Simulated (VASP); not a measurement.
A run of VASP 6.6.1 is set up as follows.

File INCAR:

```
SYSTEM = Re
ALGO     = Normal         ! electronic algorithm
EDIFF    = 1E-6           ! SCF threshold, eV
ENCUT    = 520            ! plane-wave cutoff, eV
ISIF     = 2              ! what is computed and relaxed
ISMEAR   = -1             ! smearing method
LASPH    = .TRUE.         ! aspherical terms in the spheres
LCHARG   = .FALSE.        ! write CHGCAR
LREAL    = .FALSE.        ! projectors in reciprocal space
LWAVE    = .FALSE.        ! write WAVECAR
NBANDS   = 14             ! bands
NELM     = 80             ! most SCF steps
PREC     = Accurate       ! precision mode
SIGMA    = 0.15           ! smearing width, eV
```

File KPOINTS:

```
k-points
0
G
  10 10 5
  0 0 0
```

The input POSCAR:

```
Re
1.0
    2.6851232314      0.0000000000      0.0000000000
   -1.3425616157      2.3253849941      0.0000000000
    0.0000000000      0.0000000000      4.3359955050
Re
2
Direct
    0.3333333333      0.6666666667      0.2500000000
    0.6666666667      0.3333333333      0.7500000000
```

Potentials or basis: VASP PAW LDA potentials, release 64 (Re).

The run is started by

```console
$ cat potpaw_LDA.64/Re/POTCAR > POTCAR
$ mpirun -np 1 vasp_std > vasp.out
```

Q: What does it give for the band gap on the k mesh?

A: Zero (band 7 reaches 10.38 eV, above the bottom of band 8 at 7.17 eV).

Q: Predict the pressure.

A: 28.9 GPa.

Stress tensor (GPa, compression positive):
```
29.67  0.00  0.00
 0.00 29.67  0.00
 0.00  0.00 27.40
```

Caveat: spin-orbit coupling is left out, which moves the levels of the heavy elements.
